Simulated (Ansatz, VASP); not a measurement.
**K in VASP and in Ansatz**

File POSCAR:

```
K
1.0
   -2.6699463634      2.6699463634      2.6699463634
    2.6699463634     -2.6699463634      2.6699463634
    2.6699463634      2.6699463634     -2.6699463634
K
1
Direct
    0.0000000000      0.0000000000      0.0000000000
```

The input INCAR.step1:

```
PREC = Accurate ; ENCUT = 520
ISMEAR = -1 ; SIGMA = 0.1
LREAL = F ; LASPH = T
NELM = 60 ; NBANDS = 10
GGA = PE ; ALGO = Normal
EDIFF = 1E-4 ; LWAVE = T
LCHARG = F
```

Contents of INCAR.step2:

```
PREC = Accurate ; ENCUT = 520
EDIFF = 1E-7 ; ISMEAR = -1
SIGMA = 0.1 ; LREAL = F
LASPH = T ; NELM = 60
ALGO = Normal ; ISIF = 2
LWAVE = F ; LCHARG = F
METAGGA = R2SCAN ; LMIXTAU = T
NBANDS = 10 ; ISTART = 1
```

Contents of KPOINTS:

```
Automatic mesh
0
Gamma
  12 12 12
```

Input for Ansatz:

```yaml
crystal:
  lattice:
    - [-2.6699463634, 2.6699463634, 2.6699463634]
    - [2.6699463634, -2.6699463634, 2.6699463634]
    - [2.6699463634, 2.6699463634, -2.6699463634]
  atoms:
    - { symbol: K, position: [0.0, 0.0, 0.0] }
hamiltonian:
  xc: r2scan
  pseudopotentials:
    kind: paw
    azcp:
      K: "pseudopotentials/K.paw.azcp"
basis:
  ecutwfc: 500
  fft_grid_basis: typed
kpoints:
  mp_grid: { grid: [12, 12, 12], shift: [0, 0, 0] }
magnetization:
  spin_polarized: false
scf:
  occupations: { method: fermi_dirac, width: 0.1 }
  lower_state_search: "off"
output:
  stress: true
```

Alike in both runs: task single point; functional r2SCAN; k mesh 12 × 12 × 12; occupations fermi-dirac, width 0.1 eV; no spin polarisation.

|  | VASP | Ansatz |
| --- | --- | --- |
| version | VASP 6.6.1 | Ansatz 0.2.0 |
| potentials or method | VASP PAW PBE potentials, release 64 (K_sv), cutoff 520 eV | plane waves (500 eV) with PAW, scalar-relativistic |
| valence electrons in the cell | 9 | 9 |

|  | VASP | Ansatz | Ansatz less VASP |
| --- | --- | --- | --- |
| pressure (GPa) | 0.0 | 0.0 | +0.03 |

VASP's potentials were made for PBE, not for r2SCAN.
